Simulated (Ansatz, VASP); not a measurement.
Al2Pt: VASP beside Ansatz

File INCAR:

```
PREC = Accurate
ENCUT = 520
EDIFF = 1E-6
ISMEAR = 0
SIGMA = 0.05
LREAL = F
LASPH = T
NELM = 80
ALGO = Normal
ISIF = 2
LWAVE = F
LCHARG = F
GGA = PE
NBANDS = 15
```

File KPOINTS:

```
Automatic mesh
0
Gamma
  12 12 12
```

POSCAR

```
Al2Pt
1.0
    0.0000000000      2.9550000000      2.9550000000
    2.9550000000      0.0000000000      2.9550000000
    2.9550000000      2.9550000000      0.0000000000
Al Pt
2 1
Direct
    0.2500000000      0.2500000000      0.2500000000
    0.7500000000      0.7500000000      0.7500000000
    0.0000000000      0.0000000000      0.0000000000
```

Input for Ansatz:

```yaml
crystal:
  lattice:
    - [0.0, 2.955, 2.955]
    - [2.955, 0.0, 2.955]
    - [2.955, 2.955, 0.0]
  atoms:
    - { symbol: Al, position: [0.25, 0.25, 0.25] }
    - { symbol: Al, position: [0.75, 0.75, 0.75] }
    - { symbol: Pt, position: [0.0, 0.0, 0.0] }
basis:
  ecutwfc: 420
kpoints:
  mp_grid: { grid: [12, 12, 12] }
hamiltonian:
  xc: pbe
  pseudopotentials: { kind: paw }
scf:
  occupations: { method: gaussian, width: 0.05 }
output:
  forces: true
  eigenvalues: true
  eigenstates:
    nscf_kmesh: { grid: [34, 34, 34] }
    top_band: c6
    de_dk: true
    localisation: true
  stress: true
checkpoint:
  write: ck
  compress: false
  write_wavefunctions: false
  write_every: 100000
```

Alike in both runs: task single point; functional PBE; k mesh 12 × 12 × 12; occupations gaussian, width 0.05 eV; no spin polarisation.

|  | VASP | Ansatz |
| --- | --- | --- |
| version | VASP 6.6.1 | Ansatz 0.2.0 |
| potentials or method | VASP PAW PBE potentials, release 64 (Al, Pt), cutoff 520 eV | scalar-relativistic, plane waves, PAW |
| valence electrons in the cell | 16 | 24 |

```tsv
	VASP	Ansatz	Ansatz less VASP
pressure (GPa)	2.3	2.5	+0.16
```

VASP's potentials hold 16 valence electrons a cell and Ansatz's 24, so a difference there can come from the potentials and not from the codes.

Spin-orbit coupling is off throughout.
